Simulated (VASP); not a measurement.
Nb16B (a cell with a defect): single point with PBE

The system is Nb16B (a cell with a defect).

```xyz
17
Lattice="6.6000 0.0000 0.0000 0.0000 6.6000 0.0000 0.0000 0.0000 6.6000" Properties=species:S:1:pos:R:3 pbc="T T T"
Nb    0.0104    0.2285   -0.0228
Nb    3.1849   -0.1716   -0.0010
Nb   -0.0198    3.3941    0.0449
Nb    0.1110    0.1019    3.1830
Nb    1.5941    1.7568    1.4939
Nb    3.3034    3.3361    0.0053
Nb    3.3395    0.0870    3.4373
Nb    4.9146    1.6590    1.7448
Nb   -0.0466    3.2327    3.3071
Nb    1.6918    5.0154    1.7892
Nb    1.6302    1.6947    4.9235
Nb    3.2968    3.2932    3.3154
Nb    4.9582    4.8881    1.5625
Nb    4.9724    1.7489    4.8913
Nb    1.2908    5.0078    4.9273
Nb    5.3201    5.1009    4.9954
B     3.2623    4.8462    4.8488
```

| Quantity | Value |
| --- | --- |
| Program | VASP 6.6.1 |
| Task | single point |
| Functional | PBE |
| Potentials or basis | VASP PAW PBE potentials, release 64 (Nb_sv, B) |
| Cutoff | 520 eV |
| k mesh | 2 × 2 × 2 |
| Occupations | fermi-dirac, width 0.1 eV |
| Spin | no spin polarisation |

| Quantity | Value |
| --- | --- |
| Pressure | 10.1 GPa |
| Largest force | 1.887 eV/Å |
| Band gap on the k mesh | zero (an odd number of electrons rules out a gap without spin polarisation) |

Forces on the atoms (eV/Å):
```
Nb  -0.209 -0.706  1.036
Nb   0.958  1.593 -0.241
Nb   0.119 -1.012  0.282
Nb  -1.157  0.696  0.097
Nb   0.675 -0.829  1.555
Nb  -0.270  0.146 -0.292
Nb  -0.197 -1.193 -1.127
Nb   0.050 -0.070 -1.564
Nb   0.477  0.836 -1.212
Nb  -0.457 -0.492 -1.380
Nb  -0.034  0.324  0.102
Nb   0.145  0.286 -0.026
Nb   0.055  1.119  1.386
Nb  -0.149 -0.592  1.009
Nb   0.021  0.029  0.246
Nb  -1.456 -0.465 -0.327
B    1.431  0.331  0.455
```

Stress tensor (GPa, compression positive):
```
16.06 -0.78 -0.43
-0.78  7.00 -0.20
-0.43 -0.20  7.15
```

Levels at points of the mesh, in eV from the Fermi level:
```
           k point  band 103  band 104  band 105  band 106  band 107  band 108
(0.00, 0.00, 0.00)      0.29      0.43      0.47      0.53      0.61      0.68
(0.50, 0.00, 0.00)     -0.04      0.05      0.07      0.15      0.29      0.38
(0.00, 0.50, 0.00)     -0.05      0.07      0.09      0.19      0.23      0.34
(0.00, 0.00, 0.50)     -0.08      0.03      0.15      0.22      0.28      0.33
(0.50, 0.50, 0.00)     -0.41     -0.36     -0.31     -0.25     -0.14      0.05
(0.00, 0.50, 0.50)     -0.51     -0.47     -0.40     -0.36     -0.19     -0.14
(0.50, 0.00, 0.50)     -0.41     -0.34     -0.30     -0.27     -0.14     -0.05
(0.50, 0.50, 0.50)     -1.10     -1.07     -1.02     -0.97     -0.91     -0.87
```

It took 12 min on 1 thread of Intel(R) Xeon(R) Platinum 8259CL CPU @ 2.50GHz (Skylake/Cascade Lake) (shared host), peak memory 0.45 GiB.

Caveat: the k points lie up to 0.48 Å⁻¹ apart, too coarse for converged energies and pressures of a metal.
